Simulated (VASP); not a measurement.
KBr, 2 atoms in the cell. It takes space group Pm-3m (No. 221, cubic). Conventional cell: a = 4.043 Å, b = 4.043 Å, c = 4.043 Å, α = 90.00°, β = 90.00°, γ = 90.00°. Within 4.6 Å of Br (site symmetry m-3m) lie 8 K at 3.50 Å and 6 Br at 4.04 Å. K (site symmetry m-3m) has 8 Br at 3.50 Å and 6 K at 4.04 Å within 4.6 Å. 

* Program: VASP 6.6.1
* Task: single point
* Functional: RPBE
* Dispersion: D4
* Potentials or basis: VASP PAW PBE potentials, release 64 (Br, K_sv)
* Cutoff: 520 eV
* k mesh: 7 × 7 × 7
* Occupations: gaussian, width 0.05 eV
* Spin: non-collinear spin, zero start, spin-orbit coupling
* Starting moments: [[0.0, 0.0, 0.0], [0.0, 0.0, 0.0]] μB
* Dipole correction: no
* Further INCAR settings: ALGO = Normal; EDIFF = 1e-06; NBANDS = 28

Potentials or basis: VASP PAW PBE potentials, release 64 (Br, K_sv).

Run with:

```sh
$ cat potpaw_PBE.64/Br/POTCAR potpaw_PBE.64/K_sv/POTCAR > POTCAR
$ mpirun -np 1 vasp_ncl > vasp.out
```

Hardware: 1 thread of Intel(R) Xeon(R) Platinum 8259CL CPU @ 2.50GHz (Skylake/Cascade Lake), on a shared host.

Problem. How long does it take, and how much memory?

Solution. Run time: 61 s on 1 thread of Intel(R) Xeon(R) Platinum 8259CL CPU @ 2.50GHz (Skylake/Cascade Lake), on a shared host, peak memory 0.29 GiB. Counts: scf iterations 13, k points 20.
